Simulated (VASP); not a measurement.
A run of VASP 6.6.1 is set up as follows.

Contents of POSCAR:

```
Ga
1.0
   -1.4040000000      1.4110200000      2.2290000000
    1.4040000000     -1.4110200000      2.2290000000
    1.4040000000      1.4110200000     -2.2290000000
Ga
1
Direct
    0.0000000000      0.0000000000      0.0000000000
```

File INCAR.step1:

```
  PREC = Accurate
  ENCUT = 520
  ISMEAR = 0
  SIGMA = 0.15
  LREAL = False
  LASPH = True
  NELM = 60
  NBANDS = 12
  GGA = PE
  ALGO = Normal
  EDIFF = 1E-4
  LWAVE = True
  LCHARG = False
```

File INCAR.step2:

```
  PREC = Accurate
  ENCUT = 520
  EDIFF = 1E-6
  ISMEAR = 0
  SIGMA = 0.15
  LREAL = False
  LASPH = True
  NELM = 60
  ALGO = Normal
  ISIF = 2
  LWAVE = False
  LCHARG = False
  METAGGA = R2SCAN
  LMIXTAU = True
  NBANDS = 12
  ISTART = 1
```

Contents of KPOINTS:

```
regular mesh
0
Gamma
  24 24 24
```

Potentials or basis: VASP PAW PBE potentials, release 64 (Ga_d).

Run with:

```sh
$ cat potpaw_PBE.64/Ga_d/POTCAR > POTCAR
$ cp INCAR.step1 INCAR
$ mpirun -np 1 vasp_std > vasp.out
$ cp INCAR.step2 INCAR
$ mpirun -np 1 vasp_std > vasp.out
```

(1) Predict the pressure.

Answers

(1) 0.6 GPa.

Caveat: the cell differs from its parent crystal (strain +0.0050 x Voigt [0, 1, 0, 0, 0, 0]); the PAW data sets were made with another functional, which shifts forces and pressure a little.
